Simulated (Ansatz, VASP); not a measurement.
**Yb in VASP and in Ansatz**

Contents of INCAR:

```
PREC = Accurate ; ENCUT = 520
EDIFF = 1E-6 ; ISMEAR = 1
SIGMA = 0.6 ; LREAL = F
LASPH = T ; NELM = 80
ALGO = Normal ; ISIF = 2
LWAVE = F ; LCHARG = F
GGA = CA ; NBANDS = 18
```

Contents of KPOINTS:

```
Automatic mesh
0
Gamma
  11 11 11
```

The input POSCAR:

```
Yb
1.0
    0.0000000000      2.4569516026      2.4569516026
    2.4569516026      0.0000000000      2.4569516026
    2.4569516026      2.4569516026      0.0000000000
Yb
1
Direct
    0.0000000000      0.0000000000      0.0000000000
```

Input for Ansatz:

```yaml
crystal:
  lattice:
    - [0.0, 2.4569516026, 2.4569516026]
    - [2.4569516026, 0.0, 2.4569516026]
    - [2.4569516026, 2.4569516026, 0.0]
  atoms:
    - { symbol: Yb, position: [0.0, 0.0, 0.0] }
hamiltonian:
  xc: lda
  pseudopotentials:
    kind: paw
    azcp:
      Yb: "pseudopotentials/Yb.paw.azcp"
basis:
  ecutwfc: 420
  fft_grid_basis: typed
kpoints:
  mp_grid: { grid: [11, 11, 11], shift: [0, 0, 0] }
magnetization:
  spin_polarized: false
scf:
  occupations: { method: methfessel_paxton, width: 0.6 }
  lower_state_search: "off"
output:
  stress: true
```

Alike in both runs: task single point; functional LDA; k mesh 11 × 11 × 11; occupations methfessel-paxton of order 1, width 0.6 eV; no spin polarisation.

|  | VASP | Ansatz |
| --- | --- | --- |
| version | VASP 6.6.1 | Ansatz 0.2.0 |
| potentials or method | VASP PAW PBE potentials, release 64 (Yb), cutoff 520 eV | plane waves (420 eV) with PAW, scalar-relativistic |
| valence electrons in the cell | 24 | 24 |

```csv
,VASP,Ansatz,Ansatz less VASP
pressure (GPa),-2.2,-0.4,+1.80
```

VASP's potentials were made for PBE, not for LDA, and Ansatz warns of the same on its side. LDA's correlation is that of Perdew and Zunger in VASP and of Perdew and Wang (1992) in Ansatz.

Spin-orbit coupling is off throughout.
